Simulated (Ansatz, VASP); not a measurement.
# CuO: VASP beside Ansatz

```
CELL_PARAMETERS angstrom
2.01717 -2.18189 0.00000
2.01717 2.18189 0.00000
0.00000 0.00000 5.22378
ATOMIC_POSITIONS crystal
Cu 0.50000 0.00000 0.00000
Cu 0.00000 0.50000 0.50000
O 0.50000 0.50000 0.25000
O 0.50000 0.50000 0.75000
```

Change from the starting cell: volume scaled by 1.04.

Alike in both runs: task single point; functional PBEsol; k mesh 9 × 9 × 5; occupations fermi-dirac, width 0.05 eV; no spin polarisation.

```csv
,VASP,Ansatz
version,VASP 6.6.1,Ansatz 0.2.0
potentials or method,"VASP PAW PBE potentials, release 64 (Cu, O), cutoff 520 eV","all-electron LAPW, scalar-relativistic"
```

|  | VASP | Ansatz | Ansatz less VASP |
| --- | --- | --- | --- |
| gap on the k mesh at the Fermi level (eV) | none | none | - |
| pressure (GPa) | -10.6 | -11.2 | -0.62 |
| traceless stress, the component that is largest in VASP (GPa) | -2.72 | -2.94 | -0.219 |

VASP's potentials were made for PBE, not for PBEsol. A gap of «none» marks a metal or a gap that the smearing closes. Ansatz ran all-electron here, and VASP with PAW potentials.
